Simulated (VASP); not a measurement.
# BIr3Pd (P4/mmm) in VASP: further runs

Runs on BIr3Pd. Level: PBE. Tasks: single point.

All numbers are computed with VASP 6.6.1; they aren't measurements. Logs are shortened: lines on timing, memory, paths and dates and some standing lists are left out, and cuts for length are marked.

### 1 The cell of the first run

Symmetry: P4/mmm, No. 123, tetragonal system. Conventional cell: a = 3.013 Å, b = 3.013 Å, c = 7.436 Å, α = 90.00°, β = 90.00°, γ = 90.00°. Within 2.7 Å of B (site symmetry 4/mmm) lie 2 Ir at 2.03 Å and 4 Pd at 2.13 Å. Within 2.8 Å of Pd (site symmetry 4/mmm) lie 4 B at 2.13 Å. Ir (site symmetry 4mm) has 1 B at 2.03 Å within 2.7 Å. Ir (site symmetry 4/mmm) has 12 Ir at 2.72 to 3.01 Å within 3.6 Å.

### 2 Single point, PBE

Contents of INCAR:

```
ALGO = Fast
EDIFF = 1E-7
ENCUT = 520
GGA = PE
ISIF = 2
ISMEAR = 0
LASPH = T
LCHARG = T
LELF = T
LREAL = F
LVHAR = T
LWAVE = F
NBANDS = 28
NELM = 100
PREC = Accurate
SIGMA = 0.1
```

Contents of KPOINTS:

```
k-points
0
Gamma
  6 6 4
```

Contents of POSCAR:

```
BIr3Pd
1.0
    3.0126510411      0.0000000000      0.0000000000
    0.0000000000      3.0126510411      0.0000000000
    0.0000000000      0.0000000000      7.4358911035
B Pd Ir
1 1 3
Direct
    0.5000000000      0.5000000000      0.0000000000
    0.0000000000      0.0000000000      0.0000000000
    0.5000000000      0.5000000000      0.2733019620
    0.5000000000      0.5000000000      0.7266980380
    0.0000000000      0.0000000000      0.5000000000
```

Potentials or basis: VASP PAW PBE potentials, release 64 (B, Pd, Ir).

The run is started by

```console
$ cat potpaw_PBE.64/B/POTCAR potpaw_PBE.64/Pd/POTCAR potpaw_PBE.64/Ir/POTCAR > POTCAR
$ mpirun -np 1 vasp_std > vasp.out
```

OUTCAR:

```text
EDIFF = 1E-7
   ENCUT = 520
   GGA = PE
   ISIF = 2
   ISMEAR = 0
   LASPH = T
   LREAL = F
   NELM = 100
   PREC = Accurate

 ion  position               nearest neighbor table
   1  0.500  0.500  0.000-   3 2.03   4 2.03   2 2.13   2 2.13   2 2.13   2 2.13
   2  0.000  0.000  0.000-   1 2.13   1 2.13   1 2.13   1 2.13   3 2.94   4 2.94   4 2.94   3 2.94
                             4 2.94   3 2.94   3 2.94   4 2.94
   3  0.500  0.500  0.273-   1 2.03   5 2.72   5 2.72   5 2.72   5 2.72   2 2.94   2 2.94   2 2.94
                             2 2.94   4 3.37
   4  0.500  0.500  0.727-   1 2.03   5 2.72   5 2.72   5 2.72   5 2.72   2 2.94   2 2.94   2 2.94
                             2 2.94   3 3.37
   5  0.000  0.000  0.500-   3 2.72   4 2.72   3 2.72   4 2.72   3 2.72   4 2.72   3 2.72   4 2.72

  LATTYP: Found a simple tetragonal cell.
 ALAT       =     3.0126510411
 C/A-ratio  =     2.4682218425

  Lattice vectors:

 A1 = (   3.0126510411,   0.0000000000,   0.0000000000)
 A2 = (   0.0000000000,   3.0126510411,   0.0000000000)
 A3 = (   0.0000000000,   0.0000000000,   7.4358911035)

Analysis of symmetry for initial positions (statically):
=====================================================================
 Subroutine PRICEL returns:
 Original cell was already a primitive cell.

 Routine SETGRP: Setting up the symmetry group for a
 simple tetragonal supercell.

 Subroutine GETGRP returns: Found 16 space group operations
 (whereof 16 operations were pure point group operations)
 out of a pool of 16 trial point group operations.

The static configuration has the point symmetry D_4h.

Analysis of symmetry for dynamics (positions and initial velocities):
=====================================================================
 Subroutine PRICEL returns:
 Original cell was already a primitive cell.

 Routine SETGRP: Setting up the symmetry group for a
 simple tetragonal supercell.

 Subroutine GETGRP returns: Found 16 space group operations
 (whereof 16 operations were pure point group operations)
 out of a pool of 16 trial point group operations.

The dynamic configuration has the point symmetry D_4h.

 Subroutine INISYM returns: Found 16 space group operations
 (whereof 16 operations are pure point group operations),
 and found     1 'primitive' translations

----------------------------------------------------------------------------------------

                                     Primitive cell
[... 94 lines left out ...]
   LASPH  =      T    aspherical Exc in radial PAW
   ENCUT  =  520.0 eV  38.22 Ry    6.18 a.u.   5.60  5.60 13.83*2*pi/ulx,y,z
   NELM   =    100;   NELMIN=  2; NELMDL= -5     # of ELM steps
   EDIFF  = 0.1E-06   stopping-criterion for ELM
   LREAL  =      F    real-space projection
   EDIFFG = 0.1E-05   stopping-criterion for IOM
   NSW    =      0    number of steps for IOM
   IBRION =     -1    ionic relax: 0-MD 1-quasi-New 2-CG
   NFREE  =      0    steps in history (QN), initial steepest desc. (CG)
   ISIF   =      2    stress and relaxation
   ISYM   =      2    0-nonsym 1-usesym 2-fastsym
   POTIM  = 0.5000    time-step for ionic-motion
   TEBEG  =    0.0;   TEEND  =   0.0 temperature during run
   PSTRESS=    0.0 pullay stress
   NELECT =      40.0000    total number of electrons
   NUPDOWN=      -1.0000    fix difference up-down
   EMIN   =  10.00;   EMAX   =-10.00  energy-range for DOS
   EFERMI =   0.00;   METHOD = LEGACY
   ISMEAR =     0;   SIGMA  =   0.10  broadening in eV -4-tet -1-fermi 0-gaus
   EFERMI_NEDOS =   21; number of points for ismear=-14 and -15
   IALGO  =     68    algorithm
   IMIX   =      4    mixing-type and parameters
     AMIX     =   0.40;   BMIX     =  1.00
     AMIX_MAG =   1.60;   BMIX_MAG =  1.00
  volume/ion in A,a.u.               =      13.50        91.09
  Fermi-wavevector in a.u.,A,eV,Ry     =   1.375154  2.598664 25.729269  1.891048
  Thomas-Fermi vector in A             =   2.500515
   LORBIT       =      0    0 simple, 1 ext, 2 COOP (PROOUT), +10 PAW based schemes
   GGA     = PE    functional components
   LHFCALC =     F    Hartree Fock is set to
   AEXX    =    0.0000 exact exchange contribution
   IVDW    =     0    specifies the selected vdW correction
   LEPSILON=     F    determine dielectric tensor
   LRPA    =     F    only Hartree local field effects (RPA)
 non-spin polarized calculation
 RMM-DIIS sequential band-by-band and
 Gauss-broadening in eV      SIGMA  =   0.10
  energy-cutoff  :      520.00
  volume of cell :       67.49
 maximum number of plane-waves:      1840
 NGX is ok and might be reduce to    24
   NGX = 11   NGY = 11   NGZ = 27

 number of electron      39.9999998 magnetization

 Free energy of the ion-electron system (eV)
  ---------------------------------------------------
  ext. energy  EPLUGINS =         0.00000000
  ---------------------------------------------------
  free energy    TOTEN  =       -37.73824009 eV

  energy without entropy =      -37.70914484  energy(sigma->0) =      -37.72369247

 E-fermi :   9.1347     XC(G=0): -13.2710

 val. band max:        9.1300286378   @ k =   0.1667   0.0000   0.0000
 cond. band min:       9.1597860366   @ k =   0.5000   0.3333   0.2500
 fundamental gap:      0.0297573988
 Fermi energy:         9.1346754300

 k-point     1 :       0.0000    0.0000    0.0000
  band No.  band energies     occupation
      1      -2.3299      2.00000
      2       0.7660      2.00000
      3       2.4135      2.00000
      4       2.8528      2.00000
      5       3.0058      2.00000
      6       4.0145      2.00000
[... 733 lines left out ...]
     27      15.7777      0.00000
     28      17.1774      0.00000

 [... further k-points ...]
[... 5 lines left out ...]
  --------------------------------------------------------------------------------------
  -------------------------------------------------------------------------------------
  Total        0.1217180      0.1217180      0.4033598      0.0000000     -0.0000000      0.0000000
  in kB        2.8895796      2.8895796      9.5757441      0.0000000     -0.0000000      0.0000000
  external PRESSURE =       5.1183011 kB  Pullay stress =       0.0000000 kB

 VOLUME and BASIS-vectors are now :
 -----------------------------------------------------------------------------
  energy-cutoff  :      520.00
  volume of cell :       67.49
      direct lattice vectors                 reciprocal lattice vectors
     3.012651041  0.000000000  0.000000000     0.331933565  0.000000000  0.000000000
     0.000000000  3.012651041  0.000000000     0.000000000  0.331933565  0.000000000
     0.000000000  0.000000000  7.435891104     0.000000000  0.000000000  0.134482873

 POSITION                                       TOTAL-FORCE (eV/Angst)
 -----------------------------------------------------------------------------------
      1.50633      1.50633      0.00000         0.000000      0.000000     -0.000000
      0.00000      0.00000      0.00000         0.000000      0.000000     -0.000000
      1.50633      1.50633      2.03224        -0.000000      0.000000      0.062287
      1.50633      1.50633      5.40365        -0.000000     -0.000000     -0.062287
      0.00000      0.00000      3.71795         0.000000      0.000000     -0.000000
 -----------------------------------------------------------------------------------
    total drift:                                0.000000     -0.000000      0.000000

  FREE ENERGIE OF THE ION-ELECTRON SYSTEM (eV)
  ---------------------------------------------------
  free  energy   TOTEN  =       -37.7382400932 eV

  energy  without entropy=      -37.7091448420  energy(sigma->0) =      -37.72369247
```

OSZICAR:

```text
N       E                     dE             d eps       ncg     rms          rms(c)
DAV:   1     0.364482169920E+03    0.36448E+03   -0.18061E+04  1680   0.139E+03
DAV:   2    -0.200290258444E+02   -0.38451E+03   -0.36500E+03  1692   0.400E+02
DAV:   3    -0.411088810592E+02   -0.21080E+02   -0.19664E+02  2028   0.975E+01
DAV:   4    -0.417687852168E+02   -0.65990E+00   -0.65599E+00  1940   0.171E+01
DAV:   5    -0.417868130059E+02   -0.18028E-01   -0.18017E-01  2032   0.268E+00    0.296E+01
RMM:   6    -0.402365250692E+02    0.15503E+01   -0.11136E+01  1820   0.234E+01    0.186E+01
RMM:   7    -0.392542841219E+02    0.98224E+00   -0.53457E+00  1694   0.170E+01    0.126E+01
RMM:   8    -0.379716558350E+02    0.12826E+01   -0.13560E+00  1711   0.102E+01    0.461E+00
RMM:   9    -0.378281853501E+02    0.14347E+00   -0.72195E-01  1724   0.639E+00    0.341E+00
RMM:  10    -0.377408910846E+02    0.87294E-01   -0.13556E-01  1746   0.346E+00    0.149E+00
RMM:  11    -0.377439889189E+02   -0.30978E-02   -0.43859E-02  1774   0.105E+00    0.631E-01
RMM:  12    -0.377381893754E+02    0.57995E-02   -0.11808E-02  1779   0.693E-01    0.208E-01
RMM:  13    -0.377383964779E+02   -0.20710E-03   -0.25344E-03  2051   0.258E-01    0.117E-01
RMM:  14    -0.377382215848E+02    0.17489E-03   -0.82574E-04  1806   0.171E-01    0.600E-02
RMM:  15    -0.377382369372E+02   -0.15352E-04   -0.16471E-04  1988   0.825E-02    0.976E-03
RMM:  16    -0.377382397821E+02   -0.28449E-05   -0.44943E-05  2052   0.362E-02    0.895E-03
RMM:  17    -0.377382401428E+02   -0.36069E-06   -0.64398E-06  2161   0.137E-02    0.226E-03
RMM:  18    -0.377382400932E+02    0.49615E-07   -0.90824E-07  1662   0.516E-03
   1 F= -.37738240E+02 E0= -.37723692E+02  d E =-.290953E-01
```

Wall time 40 s (1 thread of Intel Xeon 6975P-C (Granite Rapids), shared host); peak memory 0.2 GiB.

What came out:

| Quantity | Value |
| --- | --- |
| Free energy | -37.7382 eV |
| Pressure | 0.5 GPa |
| Largest force | 0.062 eV/Å |
| Band gap on the k mesh | zero (band 20 reaches 9.69 eV, above the bottom of band 21 at 8.60 eV) |

Forces on the atoms (eV/Å):
```
B    0.000  0.000  0.000
Pd   0.000  0.000  0.000
Ir   0.000  0.000  0.062
Ir   0.000  0.000 -0.062
Ir   0.000  0.000  0.000
```

Stress tensor (GPa, compression positive):
```
0.29 0.00 0.00
0.00 0.29 0.00
0.00 0.00 0.96
```

Caveat: spin-orbit coupling is left out, which moves the levels of the heavy elements.

### 3 Single point, PBE

This run uses another cell than the first one, of 14.12 Å³/atom, 1.046 times its volume.

Contents of INCAR:

```
PREC = Accurate
ENCUT = 520
EDIFF = 1E-6
ISMEAR = 0
SIGMA = 0.1
LREAL = F
LASPH = T
NELM = 60
ALGO = Fast
ISIF = 2
LWAVE = F
LCHARG = F
GGA = PE
NBANDS = 28
```

Contents of KPOINTS:

```
regular mesh
0
Gamma
  6 6 4
```

Contents of POSCAR:

```
BIr3Pd
1.0
    3.1601809600      0.0000000000      0.0000000000
    0.0000000000      3.1601809600      0.0000000000
    0.0000000000      0.0000000000      7.0675606600
B Pd Ir
1 1 3
Direct
    0.5000000000      0.5000000000      0.0000000000
    0.0000000000      0.0000000000      0.0000000000
    0.5000000000      0.5000000000      0.3539235000
    0.5000000000      0.5000000000      0.6460765000
    0.0000000000      0.0000000000      0.5000000000
```

Potentials or basis: VASP PAW PBE potentials, release 64 (B, Pd, Ir).

The run is started by

```console
$ cat potpaw_PBE.64/B/POTCAR potpaw_PBE.64/Pd/POTCAR potpaw_PBE.64/Ir/POTCAR > POTCAR
$ mpirun -np 1 vasp_std > vasp.out
```

Run time: 35 s. Hardware: 1 thread of Intel Xeon 6975P-C (Granite Rapids), shared host; peak memory 0.21 GiB.

It converged, with:

- Free energy: -30.5023 eV
- Pressure: 50.5 GPa
- Largest force: 21.538 eV/Å
- Band gap on the k mesh: zero (band 20 reaches 9.14 eV, above the bottom of band 21 at 8.12 eV)

Forces in eV/Å, atoms in the order of the input:
```
B     0.000   0.000   0.000
Pd    0.000   0.000   0.000
Ir    0.000   0.000 -21.538
Ir    0.000   0.000  21.538
Ir    0.000   0.000   0.000
```

Stress tensor (GPa, compression positive):
```
36.41  0.00  0.00
 0.00 36.41  0.00
 0.00  0.00 78.57
```

Levels at points of the mesh, in eV from the Fermi level:
```
           k point  band 17  band 18  band 19  band 20  band 21  band 22  band 23  band 24
(0.00, 0.00, 0.00)    -2.66    -1.68    -0.95     0.22     0.22     0.34     1.79     1.79
(0.50, 0.00, 0.00)    -0.82    -0.68    -0.59    -0.06     0.20     0.21     1.69     2.25
(0.50, 0.50, 0.00)    -1.66    -1.46    -1.29    -0.49    -0.49    -0.24     1.69     2.02
(0.00, 0.00, 0.50)    -2.43    -1.66    -0.44    -0.44     0.31     0.33     2.46     2.46
(0.50, 0.00, 0.50)    -0.78    -0.60     0.04     0.14     0.15     0.84     2.23     2.66
(0.50, 0.50, 0.50)    -1.46    -1.29    -0.24     0.00     0.38     0.38     1.04     1.56
```

Caveat: spin-orbit coupling is left out, which moves the levels of the heavy elements; forces of over 1 eV/Å act on the atoms, so gaps and moduli don't describe the material at rest.

### 4 Single point, PBE

This run uses another cell than the first one, of 14.12 Å³/atom, 1.046 times its volume.

Contents of INCAR:

```
PREC = Accurate
ENCUT = 540
EDIFF = 1E-6
ISMEAR = 0
SIGMA = 0.1
LREAL = F
LASPH = T
NELM = 120
ALGO = Normal
ISIF = 2
LWAVE = F
LCHARG = F
GGA = PE
NBANDS = 44
GGA_COMPAT = F
```

KPOINTS is that of step 3.

POSCAR is that of step 3.

Potentials or basis: VASP PAW PBE potentials, release 64 (B, Pd_sv_GW, Ir_sv_GW).

The run is started by

```console
$ cat potpaw_PBE.64/B/POTCAR potpaw_PBE.64/Pd_sv_GW/POTCAR potpaw_PBE.64/Ir_sv_GW/POTCAR > POTCAR
$ mpirun -np 1 vasp_std > vasp.out
```

It took 2 min on 1 thread of Intel Xeon Platinum 8488C (Sapphire Rapids), shared host; peak memory 0.26 GiB.

The run converged. Its results:

- Free energy: -30.7353 eV
- Pressure: 48.9 GPa
- Largest force: 22.210 eV/Å
- Band gap on the k mesh: zero (band 36 reaches 10.37 eV, above the bottom of band 37 at 9.33 eV)

Forces in eV/Å, atoms in the order of the input:
```
B     0.000   0.000   0.000
Pd    0.000   0.000   0.000
Ir    0.000   0.000 -22.210
Ir    0.000   0.000  22.210
Ir    0.000   0.000   0.000
```

Stress tensor (GPa, compression positive):
```
33.36  0.00  0.00
 0.00 33.36  0.00
 0.00  0.00 79.88
```

Levels at points of the mesh, in eV from the Fermi level:
```tsv
k point	band 34	band 35	band 36	band 37	band 38	band 39
(0.00, 0.00, 0.00)	-1.72	-0.96	0.24	0.24	0.33	1.78
(0.50, 0.00, 0.00)	-0.69	-0.62	-0.06	0.21	0.22	1.69
(0.50, 0.50, 0.00)	-1.43	-1.32	-0.48	-0.48	-0.27	1.72
(0.00, 0.00, 0.50)	-1.71	-0.43	-0.43	0.30	0.32	2.47
(0.50, 0.00, 0.50)	-0.63	0.04	0.14	0.16	0.84	2.23
(0.50, 0.50, 0.50)	-1.32	-0.27	0.09	0.39	0.39	1.01
```

Caveat: spin-orbit coupling is left out, which moves the levels of the heavy elements; forces of over 1 eV/Å act on the atoms, so gaps and moduli don't describe the material at rest.

[end of part 1 of 2]
